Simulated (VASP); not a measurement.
# Mo (Im-3m) in VASP: notebook

The runs below take Mo through single point, with RPBE+D4.

All numbers are computed with VASP 6.6.1; they aren't measurements. Logs are shortened: lines on timing, memory, paths and dates and some standing lists are left out, and cuts for length are marked.

## 1. The cell of the first run

Symmetry: Im-3m, No. 229, cubic system. Conventional cell: a = 3.146 Å, b = 3.146 Å, c = 3.146 Å, α = 90.00°, β = 90.00°, γ = 90.00°. Within 3.6 Å of Mo (site symmetry m-3m) lie 14 Mo at 2.72 to 3.15 Å.

## 2. Single point, RPBE+D4

File INCAR:

```
SYSTEM = Mo
ALGO = Normal ; EDIFF = 1E-6
ENCUT = 520 ; GGA = RP
ISIF = 2 ; ISMEAR = -1
IVDW = 13 ; LASPH = .True.
LCHARG = .False. ; LREAL = .False.
LWAVE = .False. ; NBANDS = 13
NELM = 80 ; PREC = Accurate
SIGMA = 0.05
```

File KPOINTS:

```
k-points
0
Gamma
  12 12 12
  0 0 0
```

File POSCAR:

```
Mo
1.0
   -1.5731790612      1.5731790612      1.5731790612
    1.5731790612     -1.5731790612      1.5731790612
    1.5731790612      1.5731790612     -1.5731790612
Mo
1
Direct
    0.0000000000      0.0000000000      0.0000000000
```

Potentials or basis: VASP PAW PBE potentials, release 64 (Mo_sv).

The run is started by

```console
$ cat potpaw_PBE.64/Mo_sv/POTCAR > POTCAR
$ mpirun -np 1 vasp_std > vasp.out
```

OUTCAR:

```text
SYSTEM = Mo
   EDIFF = 1E-6
   ENCUT = 520
   GGA = RP
   ISIF = 2
   ISMEAR = -1
   IVDW = 13
   LASPH = .True.
   LREAL = .False.
   NELM = 80
   PREC = Accurate

 ion  position               nearest neighbor table
   1  0.000  0.000  0.000-

  LATTYP: Found a body centered cubic cell.
 ALAT       =     3.1463581224

  Lattice vectors:

 A1 = (  -1.5731790612,   1.5731790612,   1.5731790612)
 A2 = (   1.5731790612,  -1.5731790612,   1.5731790612)
 A3 = (   1.5731790612,   1.5731790612,  -1.5731790612)

Analysis of symmetry for initial positions (statically):
=====================================================================
 Subroutine PRICEL returns:
 Original cell was already a primitive cell.

 Routine SETGRP: Setting up the symmetry group for a
 body centered cubic supercell.

 Subroutine GETGRP returns: Found 48 space group operations
 (whereof 48 operations were pure point group operations)
 out of a pool of 48 trial point group operations.

The static configuration has the point symmetry O_h .

Analysis of symmetry for dynamics (positions and initial velocities):
=====================================================================
 Subroutine PRICEL returns:
 Original cell was already a primitive cell.

 Routine SETGRP: Setting up the symmetry group for a
 body centered cubic supercell.

 Subroutine GETGRP returns: Found 48 space group operations
 (whereof 48 operations were pure point group operations)
 out of a pool of 48 trial point group operations.

The dynamic configuration has the point symmetry O_h .

 Subroutine INISYM returns: Found 48 space group operations
 (whereof 48 operations are pure point group operations),
 and found     1 'primitive' translations

----------------------------------------------------------------------------------------

                                     Primitive cell

  volume of cell :      15.5738

  direct lattice vectors                    reciprocal lattice vectors
    -1.573179061  1.573179061  1.573179061     0.000000000  0.317827775  0.317827775
     1.573179061 -1.573179061  1.573179061     0.317827775  0.000000000  0.317827775
     1.573179061  1.573179061 -1.573179061     0.317827775  0.317827775  0.000000000

  length of vectors
     2.724826063  2.724826063  2.724826063     0.449476349  0.449476349  0.449476349

  position of ions in fractional coordinates (direct lattice)
     0.000000000  0.000000000  0.000000000

  ion indices of the primitive-cell ions
   primitive index   ion index
                 1           1

----------------------------------------------------------------------------------------

 KPOINTS: k-points

Automatic generation of k-mesh.
 Grid dimensions read from file:
 generate k-points for:   12   12   12

 Generating k-lattice:

  Cartesian coordinates                     Fractional coordinates (reciprocal lattice)
     0.000000000  0.026485648  0.026485648     0.083333333  0.000000000  0.000000000
     0.026485648  0.000000000  0.026485648     0.000000000  0.083333333  0.000000000
     0.026485648  0.026485648  0.000000000     0.000000000  0.000000000  0.083333333

  Length of vectors
     0.037456362  0.037456362  0.037456362

  Shift w.r.t. Gamma in fractional coordinates (k-lattice)
     0.000000000  0.000000000  0.000000000

 Subroutine IBZKPT returns following result:
 ===========================================

 Found     72 irreducible k-points:

 Following reciprocal coordinates:
            Coordinates               Weight
  0.000000  0.000000  0.000000      1.000000
  0.083333  0.000000  0.000000     12.000000
  0.166667  0.000000  0.000000     12.000000
  0.250000  0.000000  0.000000     12.000000
  0.333333  0.000000  0.000000     12.000000
  0.416667  0.000000  0.000000     12.000000
[... 16 lines left out ...]
  0.333333  0.083333  0.083333     24.000000
  0.416667  0.083333  0.083333     12.000000
 [... further k-points ...]
   k-points           NKPTS =     72   k-points in BZ     NKDIM =     72   number of bands    NBANDS=     13
   number of dos      NEDOS =    301   number of ions     NIONS =      1
   total plane-waves  NPLWV =   8000
   dimension x,y,z NGX =    20 NGY =   20 NGZ =   20
   dimension x,y,z NGXF=    40 NGYF=   40 NGZF=   40
   ions per type =               1
   NGX,Y,Z   is equivalent  to a cutoff of  12.20, 12.20, 12.20 a.u.
   NGXF,Y,Z  is equivalent  to a cutoff of  24.40, 24.40, 24.40 a.u.
 SYSTEM =  Mo
   PREC   = accura    normal or accurate (medium, high low for compatibility)
   ISTART =      0    job   : 0-new  1-cont  2-samecut
   ICHARG =      2    charge: 1-file 2-atom 10-const
   ISPIN  =      1    spin polarized calculation?
   LNONCOLLINEAR =      F non collinear calculations
   LSORBIT =      F    spin-orbit coupling
   LASPH  =      T    aspherical Exc in radial PAW
   ENCUT  =  520.0 eV  38.22 Ry    6.18 a.u.   5.07  5.07  5.07*2*pi/ulx,y,z
   NELM   =     80;   NELMIN=  2; NELMDL= -5     # of ELM steps
   EDIFF  = 0.1E-05   stopping-criterion for ELM
   LREAL  =      F    real-space projection
   EDIFFG = 0.1E-04   stopping-criterion for IOM
   NSW    =      0    number of steps for IOM
   IBRION =     -1    ionic relax: 0-MD 1-quasi-New 2-CG
   NFREE  =      0    steps in history (QN), initial steepest desc. (CG)
   ISIF   =      2    stress and relaxation
   ISYM   =      2    0-nonsym 1-usesym 2-fastsym
   POTIM  = 0.5000    time-step for ionic-motion
   TEBEG  =    0.0;   TEEND  =   0.0 temperature during run
   PSTRESS=    0.0 pullay stress
   NELECT =      14.0000    total number of electrons
   NUPDOWN=      -1.0000    fix difference up-down
   EMIN   =  10.00;   EMAX   =-10.00  energy-range for DOS
   EFERMI =   0.00;   METHOD = LEGACY
   ISMEAR =    -1;   SIGMA  =   0.05  broadening in eV -4-tet -1-fermi 0-gaus
   EFERMI_NEDOS =   21; number of points for ismear=-14 and -15
   IALGO  =     38    algorithm
   IMIX   =      4    mixing-type and parameters
     AMIX     =   0.40;   BMIX     =  1.00
     AMIX_MAG =   1.60;   BMIX_MAG =  1.00
  volume/ion in A,a.u.               =      15.57       105.10
  Fermi-wavevector in a.u.,A,eV,Ry     =   1.579984  2.985737 33.964896  2.496349
  Thomas-Fermi vector in A             =   2.680280
   LORBIT       =      0    0 simple, 1 ext, 2 COOP (PROOUT), +10 PAW based schemes
   GGA     = RP    functional components
   LHFCALC =     F    Hartree Fock is set to
   AEXX    =    0.0000 exact exchange contribution
   IVDW    =    13    specifies the selected vdW correction
   LEPSILON=     F    determine dielectric tensor
   LRPA    =     F    only Hartree local field effects (RPA)
 non-spin polarized calculation
  energy-cutoff  :      520.00
  volume of cell :       15.57
 maximum number of plane-waves:       430
   NGX = 11   NGY = 11   NGZ = 11

 number of electron      14.0000001 magnetization

 Free energy of the ion-electron system (eV)
  ---------------------------------------------------
  ext. energy  EPLUGINS =         0.00000000
  ---------------------------------------------------
  free energy    TOTEN  =       -10.36657390 eV

  energy without entropy =      -10.36411115  energy(sigma->0) =      -10.36534252

 E-fermi :  12.6769     XC(G=0): -13.3456

 val. band max:       12.6208531674   @ k =  -0.1667   0.2500   0.0833
 cond. band min:      12.6877535826   @ k =   0.5000   0.5000   0.0833
 fundamental gap:      0.0669004152
 Fermi energy:        12.6769261148

 k-point     1 :       0.0000    0.0000    0.0000
  band No.  band energies     occupation
      1     -48.5718      2.00000
      2     -21.8299      2.00000
      3     -21.8299      2.00000
      4     -21.8299      2.00000
      5       5.4939      2.00000
      6      11.3540      2.00000
      7      11.3540      2.00000
      8      11.3540      2.00000
      9      14.3995      0.00000
     10      14.3995      0.00000
     11      27.5548      0.00000
     12      27.5548      0.00000
     13      27.5548      0.00000

 k-point     2 :       0.0833    0.0000    0.0000
  band No.  band energies     occupation
      1     -48.5542      2.00000
      2     -21.9311      2.00000
      3     -21.8611      2.00000
      4     -21.8306      2.00000
      5       5.7990      2.00000
      6      11.1826      2.00000
      7      11.3215      2.00000
      8      11.6425      2.00000
      9      14.1595      0.00000
     10      14.4048      0.00000
     11      27.7752      0.00000
     12      28.0715      0.00000
     13      28.1386      0.00000

 k-point     3 :       0.1667    0.0000    0.0000
  band No.  band energies     occupation
      1     -48.5058      2.00000
      2     -22.2024      2.00000
      3     -21.9456      2.00000
      4     -21.8327      2.00000
      5       6.6025      2.00000
      6      10.7473      2.00000
      7      11.1723      2.00000
      8      12.4805      1.96140
      9      13.8233      0.00000
     10      14.4442      0.00000
     11      28.0862      0.00000
     12      29.1861      0.00000
     13      29.5298      0.00000

 k-point     4 :       0.2500    0.0000    0.0000
  band No.  band energies     occupation
      1     -48.4391      2.00000
      2     -22.5612      2.00000
      3     -22.0592      2.00000
      4     -21.8357      2.00000
      5       7.4624      2.00000
      6      10.2153      2.00000
      7      11.1592      2.00000
      8      13.7795      0.00000
      9      13.8654      0.00000
     10      14.5599      0.00000
     11      27.5447      0.00000
     12      28.9409      0.00000
     13      31.7150      0.00000

 k-point     5 :       0.3333    0.0000    0.0000
  band No.  band energies     occupation
      1     -48.3715      2.00000
      2     -22.9079      2.00000
      3     -22.1706      2.00000
      4     -21.8387      2.00000
      5       7.6932      2.00000
      6       9.7390      2.00000
      7      12.0304      2.00000
      8      14.1929      0.00000
      9      14.7576      0.00000
     10      15.3550      0.00000
     11      26.2389      0.00000
     12      27.1739      0.00000
     13      33.7894      0.00000
[... 257 lines left out ...]
 k-point    22 :       0.2500    0.0833    0.0833
  band No.  band energies     occupation
      1     -48.3586      2.00000
      2     -22.9164      2.00000
      3     -22.1836      2.00000
      4     -21.9254      2.00000
      5       8.3081      2.00000
      6       9.6474      2.00000
      7      11.0421      2.00000
      8      14.2939      0.00000
      9      14.7986      0.00000
     10      16.7899      0.00000
     11      26.7472      0.00000
     12      26.9475      0.00000
     13      30.7223      0.00000

 k-point    23 :       0.3333    0.0833    0.0833
  band No.  band energies     occupation
      1     -48.3142      2.00000
      2     -23.0898      2.00000
      3     -22.3030      2.00000
      4     -21.9335      2.00000
      5       8.0842      2.00000
      6       9.3892      2.00000
      7      12.3647      1.99612
      8      14.5195      0.00000
      9      15.0091      0.00000
     10      18.3951      0.00000
     11      24.8336      0.00000
     12      25.6494      0.00000
     13      29.3600      0.00000

 k-point    24 :       0.4167    0.0833    0.0833
  band No.  band energies     occupation
      1     -48.2979      2.00000
      2     -23.1512      2.00000
      3     -22.3478      2.00000
      4     -21.9365      2.00000
      5       7.9649      2.00000
      6       9.3014      2.00000
      7      13.0537      0.00107
      8      14.5924      0.00000
      9      15.0920      0.00000
     10      19.1093      0.00000
     11      23.8626      0.00000
     12      25.2437      0.00000
     13      28.8310      0.00000

 [... further k-points ...]

------------------------ aborting loop because EDIFF is reached ----------------------------------------

  DFT-D4 for vdW energy calculation

  Edisp (eV):   -1.12182

  FORCE on cell =-STRESS in cart. coord.  units (eV):
  Direction    XX          YY          ZZ          XY          YZ          ZX
  --------------------------------------------------------------------------------------
  -------------------------------------------------------------------------------------
  Total      -0.32775    -0.32775    -0.32775     0.00000     0.00000     0.00000
  in kB     -33.71773   -33.71773   -33.71773     0.00000     0.00000     0.00000
  external pressure =      -33.72 kB  Pullay stress =        0.00 kB

 VOLUME and BASIS-vectors are now :
 -----------------------------------------------------------------------------
  energy-cutoff  :      520.00
  volume of cell :       15.57
      direct lattice vectors                 reciprocal lattice vectors
    -1.573179061  1.573179061  1.573179061     0.000000000  0.317827775  0.317827775
     1.573179061 -1.573179061  1.573179061     0.317827775  0.000000000  0.317827775
     1.573179061  1.573179061 -1.573179061     0.317827775  0.317827775  0.000000000

 POSITION                                       TOTAL-FORCE (eV/Angst)
 -----------------------------------------------------------------------------------
      0.00000      0.00000      0.00000         0.000000     -0.000000     -0.000000
 -----------------------------------------------------------------------------------
    total drift:                                0.000000     -0.000000     -0.000000

  FREE ENERGIE OF THE ION-ELECTRON SYSTEM (eV)
  ---------------------------------------------------
  free  energy   TOTEN  =       -11.4883972574 eV

  energy  without entropy=      -11.4859345040  energy(sigma->0) =      -11.48716588
```

It took 6.6 s on 1 thread of Intel Xeon Platinum 8375C at 2.90GHz (Ice Lake), shared host; peak memory 0.13 GiB.

What came out:

| Property | Result |
| --- | --- |
| Free energy | -11.4884 eV |
| Pressure | -3.4 GPa |
| Band gap on the k mesh | zero (band 7 reaches 16.71 eV, above the bottom of band 8 at 11.35 eV) |
| Dispersion energy per atom | -1.122 eV |

Caveat: the PAW data sets were made with another functional, which shifts forces and pressure a little; pairwise dispersion overbinds metals, which lowers pressure and volume.

(Continued in part 2 of 2.)
